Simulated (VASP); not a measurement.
# Te2Mo in VASP: a series of runs, part 3 of 3

VASP 6.6.1.

### 7 Single point, r2SCAN

This run uses another cell than the first one, of 121.81 Å³/atom, 1.033 times its volume.

The input, POSCAR:

```
Te2Mo
1.0
    3.5613216681      0.0000000000      0.0000000000
   -1.7806608340      3.0841950356      0.0000000000
    0.0000000000      0.0000000000     33.2702847815
Te Mo
2 1
Direct
    0.3333333333      0.6666666667      0.4462255537
    0.3333333333      0.6666666667      0.5537744463
    0.6666666667      0.3333333333      0.5000000000
```

The input, INCAR.step1:

```
SYSTEM = Te2Mo
ALGO = Normal
DIPOL = 0.5 0.5 0.500
EDIFF = 1E-4
ENCUT = 520
GGA = PE
IDIPOL = 3
ISMEAR = 0
LASPH = .TRUE.
LCHARG = .FALSE.
LDIPOL = .TRUE.
LREAL = .FALSE.
LWAVE = .TRUE.
NBANDS = 20
NELM = 80
PREC = Accurate
SIGMA = 0.02
```

The input, INCAR.step2:

```
SYSTEM = Te2Mo
ALGO = Normal
DIPOL = 0.5 0.5 0.500
EDIFF = 1E-6
ENCUT = 520
IDIPOL = 3
ISIF = 2
ISMEAR = 0
ISTART = 1
LASPH = .TRUE.
LCHARG = .FALSE.
LDIPOL = .TRUE.
LMIXTAU = .TRUE.
LREAL = .FALSE.
LWAVE = .FALSE.
METAGGA = R2SCAN
NBANDS = 20
NELM = 80
PREC = Accurate
SIGMA = 0.02
```

The input, KPOINTS:

```
k-points
0
G
  9 9 1
  0 0 0
```

Potentials or basis: VASP PAW PBE potentials, release 64 (Te, Mo_sv).

Run with:

```sh
$ cat potpaw_PBE.64/Te/POTCAR potpaw_PBE.64/Mo_sv/POTCAR > POTCAR
$ cp INCAR.step1 INCAR
$ mpirun -np 1 vasp_std > vasp.out
$ cp INCAR.step2 INCAR
$ mpirun -np 1 vasp_std > vasp.out
```

OUTCAR:

```text
SYSTEM = Te2Mo
   EDIFF = 1E-6
   ENCUT = 520
   ISIF = 2
   ISMEAR = 0
   ISTART = 1
   LASPH = .TRUE.
   LREAL = .FALSE.
   METAGGA = R2SCAN
   NELM = 80
   PREC = Accurate

 ion  position               nearest neighbor table
   1  0.333  0.667  0.446-   3 2.73   3 2.73   3 2.73   2 3.58
   2  0.333  0.667  0.554-   3 2.73   3 2.73   3 2.73   1 3.58
   3  0.667  0.333  0.500-   1 2.73   2 2.73   1 2.73   2 2.73   1 2.73   2 2.73

  LATTYP: Found a hexagonal cell.
 ALAT       =     3.5613216681
 C/A-ratio  =     9.3421173042

  Lattice vectors:

 A1 = (   3.5613216681,   0.0000000000,   0.0000000000)
 A2 = (  -1.7806608340,   3.0841950356,   0.0000000000)
 A3 = (   0.0000000000,   0.0000000000,  33.2702847815)

Analysis of symmetry for initial positions (statically):
=====================================================================
 Subroutine PRICEL returns:
 Original cell was already a primitive cell.

 Routine SETGRP: Setting up the symmetry group for a
 hexagonal supercell.

 Subroutine GETGRP returns: Found 12 space group operations
 (whereof 12 operations were pure point group operations)
[... 159 lines left out ...]
 cond. band min:      -1.2856552900   @ k =   0.3333   0.3333   0.0000
 fundamental gap:      1.1226019954
 Fermi energy:        -2.2975204263

 k-point     1 :       0.0000    0.0000    0.0000
  band No.  band energies     occupation
      1     -65.0462      2.00000
      2     -38.4658      2.00000
      3     -38.3767      2.00000
      4     -38.3767      2.00000
      5     -15.5127      2.00000
      6     -14.4509      2.00000
[... 265 lines left out ...]
     19       3.1843      0.00000
     20       5.4910      0.00000

------------------------ aborting loop because EDIFF is reached ----------------------------------------

 vacuum level on the upper side and lower side of the slab       (xc-potential included)        -0.014        -0.014

  FORCE on cell =-STRESS in cart. coord.  units (eV):
  Direction    XX          YY          ZZ          XY          YZ          ZX
  --------------------------------------------------------------------------------------
  -------------------------------------------------------------------------------------
  Total        0.0412866      0.0412866      0.0832620      0.0000000      0.0000000     -0.0000000
  in kB        0.1810133      0.1810133      0.3650464      0.0000000      0.0000000     -0.0000000
  external PRESSURE =       0.2423577 kB  Pullay stress =       0.0000000 kB

 VOLUME and BASIS-vectors are now :
 -----------------------------------------------------------------------------
  energy-cutoff  :      520.00
  volume of cell :      365.43
      direct lattice vectors                 reciprocal lattice vectors
     3.561321668  0.000000000  0.000000000     0.280794630  0.162116855  0.000000000
    -1.780660834  3.084195036  0.000000000     0.000000000  0.324233710  0.000000000
     0.000000000  0.000000000 33.270284782     0.000000000  0.000000000  0.030056851

 POSITION                                       TOTAL-FORCE (eV/Angst)
 -----------------------------------------------------------------------------------
     -0.00000      2.05613     14.84605        -0.000000      0.000000     -0.026694
     -0.00000      2.05613     18.42423        -0.000000     -0.000000      0.026694
      1.78066      1.02807     16.63514         0.000000     -0.000000      0.000000
 -----------------------------------------------------------------------------------
    total drift:                                0.000000     -0.000000      0.000000

  FREE ENERGIE OF THE ION-ELECTRON SYSTEM (eV)
  ---------------------------------------------------
  free  energy   TOTEN  =       -77.7707531319 eV

  energy  without entropy=      -77.7707531319  energy(sigma->0) =      -77.77075313

 vacuum level on the upper side and lower side of the slab         2.643         2.643
```

OUTCAR.step1:

```text
SYSTEM = Te2Mo
   EDIFF = 1E-4
   ENCUT = 520
   GGA = PE
   ISMEAR = 0
   LASPH = .TRUE.
   LREAL = .FALSE.
   NELM = 80
   PREC = Accurate

[... 488 lines left out ...]
     -0.00000      2.05613     18.42423        -0.000000      0.000000      0.245915
      1.78066      1.02807     16.63514         0.000000     -0.000000      0.000000
 -----------------------------------------------------------------------------------
    total drift:                               -0.000000      0.000000      0.000000

  FREE ENERGIE OF THE ION-ELECTRON SYSTEM (eV)
  ---------------------------------------------------
  free  energy   TOTEN  =       -18.0196049002 eV

  energy  without entropy=      -18.0196049002  energy(sigma->0) =      -18.01960490

 vacuum level on the upper side and lower side of the slab         2.166         2.166
```

Run time: 7.5 min. Hardware: 1 thread of Intel Xeon 6975P-C (Granite Rapids), shared host; peak memory 0.49 GiB.

What came out:

```
Free energy            : -77.7708 eV
Largest force          : 0.027 eV/Å
Band gap on the k mesh : 1.12 eV, direct
```

Forces in eV/Å, atoms in the order of the input:
```
Te   0.000  0.000 -0.027
Te   0.000  0.000  0.027
Mo   0.000  0.000  0.000
```

Levels at points of the mesh, in eV from the valence-band top:
| k point | band 11 | band 12 | band 13 | band 14 | band 15 | band 16 |
| --- | --- | --- | --- | --- | --- | --- |
| (0.00, 0.00, 0.00) | -1.02 | -1.02 | -0.40 | 3.17 | 3.17 | 3.48 |

Caveat: the PAW data sets were made with another functional, which shifts forces and pressure a little; spin-orbit coupling is left out, which moves the levels of the heavy elements.

### 8 The runs side by side

```csv
level,potentials or basis,cell,gap on the mesh (eV),largest force (eV/Å)
PBE,"VASP PAW PBE potentials, release 64 (Te, Mo_sv)","a = 3.504, b = 3.504, c = 33.270 Å, angles 90.0, 90.0, 120.0°, 3 atoms",1.19,0.15
LDA,"VASP PAW LDA potentials, release 64 (Te, Mo_sv)","a = 3.504, b = 3.504, c = 33.270 Å, angles 90.0, 90.0, 120.0°, 3 atoms",1.18,0.45
PBE,"VASP PAW PBE potentials, release 64 (Te, Mo_sv)","a = 3.554, b = 3.554, c = 33.270 Å, angles 90.0, 90.0, 120.0°, 3 atoms",1.08,0.01
r2SCAN,"VASP PAW PBE potentials, release 64 (Te, Mo_sv)","a = 3.504, b = 3.504, c = 33.270 Å, angles 90.0, 90.0, 120.0°, 3 atoms",1.27,0.07
r2SCAN,"VASP PAW PBE potentials, release 64 (Te, Mo_sv)","a = 3.561, b = 3.561, c = 33.270 Å, angles 90.0, 90.0, 120.0°, 3 atoms",1.12,0.03
```

Alike in all rows: task single point; no spin polarisation; k mesh 9 × 9 × 1; cutoff (eV) 520; smearing gaussian 0.02 eV.

Caveats: spin-orbit coupling is left out, which moves the levels of the heavy elements; the PAW data sets were made with another functional, which shifts forces and pressure a little (some runs).

Total energies depend on the potentials used, so only differences within one code and one set of settings carry meaning.
